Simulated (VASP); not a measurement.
# C (R-3m) in VASP: notebook

Runs on C. Level: LDA. Tasks: single point.

Everything below comes from runs of VASP 6.6.1. Logs are shortened: lines on timing, memory, paths and dates and some standing lists are left out, and cuts for length are marked.

**1. The cell of the first run**

Symmetry: R-3m, No. 166, trigonal system. The conventional cell has a = 2.460 Å, b = 2.460 Å, c = 6.128 Å, α = 90.00°, β = 90.00°, γ = 120.00°. C (site symmetry 3m) has 4 C at 1.51 to 1.53 Å within 2.0 Å.

**2. Single point, LDA (strained cell)**

Contents of INCAR:

```
SYSTEM = C
PREC = Accurate
ENCUT = 600
EDIFF = 1E-6
ISMEAR = 0
SIGMA = 0.02
LREAL = .False.
LASPH = .True.
NELM = 120
ALGO = Normal
ISIF = 2
LWAVE = .False.
LCHARG = .False.
NBANDS = 11
GGA_COMPAT = .False.
```

Contents of KPOINTS:

```
Automatic mesh
0
Gamma
  9 9 9
  0 0 0
```

Contents of POSCAR:

```
C
1.0
    0.0197327715      1.7589940041      1.7589940041
    1.7589940041      0.0197327715      1.7589940041
    1.7589940041      1.7589940041      0.0197327715
C
2
Direct
    0.0002018756      0.0002018756      0.0002018756
    0.2497981244      0.2497981244      0.2497981244
```

Potentials or basis: VASP PAW LDA potentials, release 64 (C).

Run with:

```console
> cat potpaw_LDA.64/C/POTCAR > POTCAR
> mpirun -np 1 vasp_std > vasp.out
```

OUTCAR:

```text
SYSTEM = C
   PREC = Accurate
   ENCUT = 600
   EDIFF = 1E-6
   ISMEAR = 0
   LREAL = .False.
   LASPH = .True.
   NELM = 120
   ISIF = 2

 ion  position               nearest neighbor table
   1  0.000  0.000  0.000-   2 1.51   2 1.51   2 1.51   2 1.53
   2  0.250  0.250  0.250-   1 1.51   1 1.51   1 1.51   1 1.53

  LATTYP: Found a trigonal (rhomboedric) cell.
 ALAT       =     2.4876714404
 COS(alpha) =     0.5111860482

  Lattice vectors:

 A1 = (   0.0197327715,   1.7589940041,   1.7589940041)
 A2 = (   1.7589940041,   0.0197327715,   1.7589940041)
 A3 = (   1.7589940041,   1.7589940041,   0.0197327715)

Analysis of symmetry for initial positions (statically):
=====================================================================
 Subroutine PRICEL returns:
 Original cell was already a primitive cell.

 Routine SETGRP: Setting up the symmetry group for a
 trigonal (rhombohedral) supercell.

 Subroutine GETGRP returns: Found 12 space group operations
 (whereof  6 operations were pure point group operations)
 out of a pool of 12 trial point group operations.

The static configuration has the point symmetry C_3v.
 The point group associated with its full space group is D_3d.

Analysis of symmetry for dynamics (positions and initial velocities):
=====================================================================
 Subroutine PRICEL returns:
 Original cell was already a primitive cell.

 Routine SETGRP: Setting up the symmetry group for a
 trigonal (rhombohedral) supercell.

 Subroutine GETGRP returns: Found 12 space group operations
 (whereof  6 operations were pure point group operations)
 out of a pool of 12 trial point group operations.

The dynamic configuration has the point symmetry C_3v.
 The point group associated with its full space group is D_3d.

 Subroutine INISYM returns: Found 12 space group operations
 (whereof  6 operations are pure point group operations),
 and found     1 'primitive' translations

----------------------------------------------------------------------------------------

                                     Primitive cell

  volume of cell :      10.7017

  direct lattice vectors                    reciprocal lattice vectors
     0.019732771  1.758994004  1.758994004    -0.289081882  0.285874876  0.285874876
     1.758994004  0.019732771  1.758994004     0.285874876 -0.289081882  0.285874876
     1.758994004  1.758994004  0.019732771     0.285874876  0.285874876 -0.289081882

  length of vectors
     2.487671440  2.487671440  2.487671440     0.497008274  0.497008274  0.497008274

  position of ions in fractional coordinates (direct lattice)
     0.000201876  0.000201876  0.000201876
     0.249798124  0.249798124  0.249798124

  ion indices of the primitive-cell ions
   primitive index   ion index
                 1           1
                 2           2

----------------------------------------------------------------------------------------

 KPOINTS: Automatic mesh

Automatic generation of k-mesh.
 Grid dimensions read from file:
 generate k-points for:    9    9    9

 Generating k-lattice:

  Cartesian coordinates                     Fractional coordinates (reciprocal lattice)
    -0.032120209  0.031763875  0.031763875     0.111111111 -0.000000000 -0.000000000
     0.031763875 -0.032120209  0.031763875    -0.000000000  0.111111111 -0.000000000
     0.031763875  0.031763875 -0.032120209    -0.000000000 -0.000000000  0.111111111

  Length of vectors
     0.055223142  0.055223142  0.055223142

  Shift w.r.t. Gamma in fractional coordinates (k-lattice)
     0.000000000  0.000000000  0.000000000

 Subroutine IBZKPT returns following result:
 ===========================================

 Found     85 irreducible k-points:

 Following reciprocal coordinates:
            Coordinates               Weight
  0.000000  0.000000  0.000000      1.000000
  0.111111 -0.000000 -0.000000      6.000000
  0.222222 -0.000000 -0.000000      6.000000
  0.333333 -0.000000 -0.000000      6.000000
  0.444444 -0.000000 -0.000000      6.000000
  0.111111  0.111111 -0.000000      6.000000
[... 16 lines left out ...]
 -0.333333  0.333333  0.000000      6.000000
  0.444444  0.444444 -0.000000      6.000000
 [... further k-points ...]
   k-points           NKPTS =     85   k-points in BZ     NKDIM =     85   number of bands    NBANDS=     11
   number of dos      NEDOS =    301   number of ions     NIONS =      2
   total plane-waves  NPLWV =   8000
   dimension x,y,z NGX =    20 NGY =   20 NGZ =   20
   dimension x,y,z NGXF=    40 NGYF=   40 NGZF=   40
   ions per type =               2
   NGX,Y,Z   is equivalent  to a cutoff of  13.37, 13.37, 13.37 a.u.
   NGXF,Y,Z  is equivalent  to a cutoff of  26.73, 26.73, 26.73 a.u.
 SYSTEM =  C
   PREC   = accura    normal or accurate (medium, high low for compatibility)
   ISTART =      0    job   : 0-new  1-cont  2-samecut
   ICHARG =      2    charge: 1-file 2-atom 10-const
   ISPIN  =      1    spin polarized calculation?
   LNONCOLLINEAR =      F non collinear calculations
   LSORBIT =      F    spin-orbit coupling
   LASPH  =      T    aspherical Exc in radial PAW
   ENCUT  =  600.0 eV  44.10 Ry    6.64 a.u.   4.97  4.97  4.97*2*pi/ulx,y,z
   NELM   =    120;   NELMIN=  2; NELMDL= -5     # of ELM steps
   EDIFF  = 0.1E-05   stopping-criterion for ELM
   LREAL  =      F    real-space projection
   EDIFFG = 0.1E-04   stopping-criterion for IOM
   NSW    =      0    number of steps for IOM
   IBRION =     -1    ionic relax: 0-MD 1-quasi-New 2-CG
   NFREE  =      0    steps in history (QN), initial steepest desc. (CG)
   ISIF   =      2    stress and relaxation
   ISYM   =      2    0-nonsym 1-usesym 2-fastsym
   POTIM  = 0.5000    time-step for ionic-motion
   TEBEG  =    0.0;   TEEND  =   0.0 temperature during run
   PSTRESS=    0.0 pullay stress
   NELECT =       8.0000    total number of electrons
   NUPDOWN=      -1.0000    fix difference up-down
   EMIN   =  10.00;   EMAX   =-10.00  energy-range for DOS
   EFERMI =   0.00;   METHOD = LEGACY
   ISMEAR =     0;   SIGMA  =   0.02  broadening in eV -4-tet -1-fermi 0-gaus
   EFERMI_NEDOS =   21; number of points for ismear=-14 and -15
   IALGO  =     38    algorithm
   IMIX   =      4    mixing-type and parameters
     AMIX     =   0.40;   BMIX     =  1.00
     AMIX_MAG =   1.60;   BMIX_MAG =  1.00
  volume/ion in A,a.u.               =       5.35        36.11
  Fermi-wavevector in a.u.,A,eV,Ry     =   1.485777  2.807712 30.035332  2.207535
  Thomas-Fermi vector in A             =   2.599147
   LORBIT       =      0    0 simple, 1 ext, 2 COOP (PROOUT), +10 PAW based schemes
   GGA     = CA    functional components
   LHFCALC =     F    Hartree Fock is set to
   AEXX    =    0.0000 exact exchange contribution
   IVDW    =     0    specifies the selected vdW correction
   LEPSILON=     F    determine dielectric tensor
   LRPA    =     F    only Hartree local field effects (RPA)
 non-spin polarized calculation
 Gauss-broadening in eV      SIGMA  =   0.02
  energy-cutoff  :      600.00
  volume of cell :       10.70
 maximum number of plane-waves:       367
   NGX =  9   NGY =  9   NGZ =  9

 number of electron       7.9999999 magnetization

 Free energy of the ion-electron system (eV)
  ---------------------------------------------------
  ext. energy  EPLUGINS =         0.00000000
  ---------------------------------------------------
  free energy    TOTEN  =       -20.22691442 eV

  energy without entropy =      -20.22691442  energy(sigma->0) =      -20.22691442

 E-fermi :  10.8190     XC(G=0): -13.7834

 val. band max:       10.6233736985   @ k =   0.0000   0.0000   0.0000
 cond. band min:      14.8537695041   @ k =   0.3333   0.3333  -0.0000
 fundamental gap:      4.2303958056
 Fermi energy:        10.8189530073

 k-point     1 :       0.0000    0.0000    0.0000
  band No.  band energies     occupation
      1     -11.5177      2.00000
      2      10.5294      2.00000
      3      10.6234      2.00000
      4      10.6234      2.00000
      5      15.9648      0.00000
      6      16.4617      0.00000
      7      16.4617      0.00000
      8      25.5258      0.00000
      9      30.3881      0.00000
     10      37.8918      0.00000
     11      37.8918      0.00000

 k-point     2 :       0.1111   -0.0000   -0.0000
  band No.  band energies     occupation
      1     -11.1600      2.00000
      2       8.5821      2.00000
      3       9.9579      2.00000
      4      10.0411      2.00000
      5      16.7673      0.00000
      6      17.2113      0.00000
      7      17.5780      0.00000
      8      25.6747      0.00000
      9      30.9141      0.00000
     10      34.6556      0.00000
     11      34.9085      0.00000

 k-point     3 :       0.2222   -0.0000   -0.0000
  band No.  band energies     occupation
      1     -10.0940      2.00000
      2       4.8308      2.00000
      3       8.9214      2.00000
      4       8.9813      2.00000
      5      18.1013      0.00000
      6      18.4993      0.00000
      7      19.0141      0.00000
      8      26.0453      0.00000
      9      31.6551      0.00000
     10      33.1610      0.00000
     11      33.5546      0.00000
[... 267 lines left out ...]
 k-point    23 :      -0.3333    0.3333    0.0000
  band No.  band energies     occupation
      1      -3.5847      2.00000
      2      -0.6132      2.00000
      3       0.6732      2.00000
      4       5.5574      2.00000
      5      16.8721      0.00000
      6      23.8994      0.00000
      7      25.0377      0.00000
      8      26.3988      0.00000
      9      27.8154      0.00000
     10      34.6291      0.00000
     11      36.1953      0.00000

 k-point    24 :       0.4444    0.4444   -0.0000
  band No.  band energies     occupation
      1      -4.2332      2.00000
      2      -0.5299      2.00000
      3       3.9377      2.00000
      4       4.1890      2.00000
      5      14.9760      0.00000
      6      16.1620      0.00000
      7      27.6993      0.00000
      8      27.7148      0.00000
      9      34.2565      0.00000
     10      34.8154      0.00000
     11      44.1688      0.00000

 [... further k-points ...]

------------------------ aborting loop because EDIFF is reached ----------------------------------------

  FORCE on cell =-STRESS in cart. coord.  units (eV):
  Direction    XX          YY          ZZ          XY          YZ          ZX
  --------------------------------------------------------------------------------------
  -------------------------------------------------------------------------------------
  Total        1.0149507      1.0149507      1.0149507     -0.4739926     -0.4739926     -0.4739926
  in kB      151.9505788    151.9505788    151.9505788    -70.9625080    -70.9625080    -70.9625080
  external PRESSURE =     151.9505788 kB  Pullay stress =       0.0000000 kB

 VOLUME and BASIS-vectors are now :
 -----------------------------------------------------------------------------
  energy-cutoff  :      600.00
  volume of cell :       10.70
      direct lattice vectors                 reciprocal lattice vectors
     0.019732771  1.758994004  1.758994004    -0.289081882  0.285874876  0.285874876
     1.758994004  0.019732771  1.758994004     0.285874876 -0.289081882  0.285874876
     1.758994004  1.758994004  0.019732771     0.285874876  0.285874876 -0.289081882

 POSITION                                       TOTAL-FORCE (eV/Angst)
 -----------------------------------------------------------------------------------
      0.00071      0.00071      0.00071         0.002389      0.002389      0.002389
      0.88372      0.88372      0.88372        -0.002389     -0.002389     -0.002389
 -----------------------------------------------------------------------------------
    total drift:                               -0.000000     -0.000000     -0.000000

  FREE ENERGIE OF THE ION-ELECTRON SYSTEM (eV)
  ---------------------------------------------------
  free  energy   TOTEN  =       -20.2269144200 eV

  energy  without entropy=      -20.2269144200  energy(sigma->0) =      -20.22691442
```

Run time: 11 s. Hardware: 1 thread of Intel Xeon Platinum 8259CL at 2.50GHz (Skylake/Cascade Lake), shared host; peak memory 0.12 GiB.

What came out:

| Quantity | Value |
| --- | --- |
| Free energy | -20.2269 eV |
| Pressure | 15.2 GPa |
| Largest force | 0.004 eV/Å |
| Band gap on the k mesh | 4.23 eV (least direct gap 5.34 eV) |

Forces in eV/Å, atoms in the order of the input:
```
C    0.002  0.002  0.002
C   -0.002 -0.002 -0.002
```

Stress tensor (GPa, compression positive):
```
15.20 -7.10 -7.10
-7.10 15.20 -7.10
-7.10 -7.10 15.20
```

Caveat: the cell differs from its parent crystal (strained cell); the cell stands under pressure; an odd mesh through Γ misses points on the zone boundary, where band edges can lie.

**3. Single point, LDA**

Contents of INCAR:

```
  PREC = Accurate
  ENCUT = 600
  EDIFF = 1E-6
  ISMEAR = 0
  SIGMA = 0.01
  LREAL = F
  LASPH = T
  NELM = 120
  ALGO = Normal
  ISIF = 2
  LWAVE = F
  LCHARG = F
  GGA = CA
  NBANDS = 11
  GGA_COMPAT = F
```

Contents of KPOINTS:

```
regular mesh
0
Gamma
  9 9 9
```

POSCAR is that of step 2.

Potentials or basis: VASP PAW LDA potentials, release 64 (C).

Run with:

```console
> cat potpaw_LDA.64/C/POTCAR > POTCAR
> mpirun -np 1 vasp_std > vasp.out
```

OUTCAR:

```text
PREC = Accurate
   ENCUT = 600
   EDIFF = 1E-6
   ISMEAR = 0
   LREAL = F
   LASPH = T
   NELM = 120
   ISIF = 2
   GGA = CA

 ion  position               nearest neighbor table
   1  0.000  0.000  0.000-   2 1.51   2 1.51   2 1.51   2 1.53
   2  0.250  0.250  0.250-   1 1.51   1 1.51   1 1.51   1 1.53

  LATTYP: Found a trigonal (rhomboedric) cell.
 ALAT       =     2.4876714404
 COS(alpha) =     0.5111860482

  Lattice vectors:

 A1 = (   0.0197327715,   1.7589940041,   1.7589940041)
[... 523 lines left out ...]

------------------------ aborting loop because EDIFF is reached ----------------------------------------

  FORCE on cell =-STRESS in cart. coord.  units (eV):
  Direction    XX          YY          ZZ          XY          YZ          ZX
  --------------------------------------------------------------------------------------
  -------------------------------------------------------------------------------------
  Total        1.0149507      1.0149507      1.0149507     -0.4739926     -0.4739926     -0.4739926
  in kB      151.9505788    151.9505788    151.9505788    -70.9625082    -70.9625082    -70.9625082
  external PRESSURE =     151.9505788 kB  Pullay stress =       0.0000000 kB

 VOLUME and BASIS-vectors are now :
 -----------------------------------------------------------------------------
  energy-cutoff  :      600.00
  volume of cell :       10.70
      direct lattice vectors                 reciprocal lattice vectors
     0.019732771  1.758994004  1.758994004    -0.289081882  0.285874876  0.285874876
     1.758994004  0.019732771  1.758994004     0.285874876 -0.289081882  0.285874876
     1.758994004  1.758994004  0.019732771     0.285874876  0.285874876 -0.289081882

 POSITION                                       TOTAL-FORCE (eV/Angst)
 -----------------------------------------------------------------------------------
      0.00071      0.00071      0.00071         0.002389      0.002389      0.002389
      0.88372      0.88372      0.88372        -0.002389     -0.002389     -0.002389
 -----------------------------------------------------------------------------------
    total drift:                               -0.000000     -0.000000     -0.000000

  FREE ENERGIE OF THE ION-ELECTRON SYSTEM (eV)
  ---------------------------------------------------
  free  energy   TOTEN  =       -20.2269144200 eV

  energy  without entropy=      -20.2269144200  energy(sigma->0) =      -20.22691442
```

stdout:

```text
POSCAR found type information on POSCAR C
 POSCAR found :  1 types and       2 ions
 scaLAPACK will be used
 LDA part: xc-table for (Slater(with rela. corr.)+CA(PZ))
 , standard interpolation
 POSCAR, INCAR and KPOINTS ok, starting setup
 FFT: planning ... GRIDC
 FFT: planning ... GRID_SOFT
 FFT: planning ... GRID
 WAVECAR not read
 entering main loop
```

Wall time 12 s (1 thread of Intel Xeon Platinum 8259CL at 2.50GHz (Skylake/Cascade Lake), shared host); peak memory 0.12 GiB.

What came out:

```yaml
Free_energy: -20.2269 eV
Pressure: 15.2 GPa
Largest_force: 0.004 eV/Å
Band_gap_on_the_k_mesh: 4.23 eV (least direct gap 5.34 eV)
```

Forces on the atoms (eV/Å):
```
C    0.002  0.002  0.002
C   -0.002 -0.002 -0.002
```

Caveat: the cell stands under pressure; an odd mesh through Γ misses points on the zone boundary, where band edges can lie.
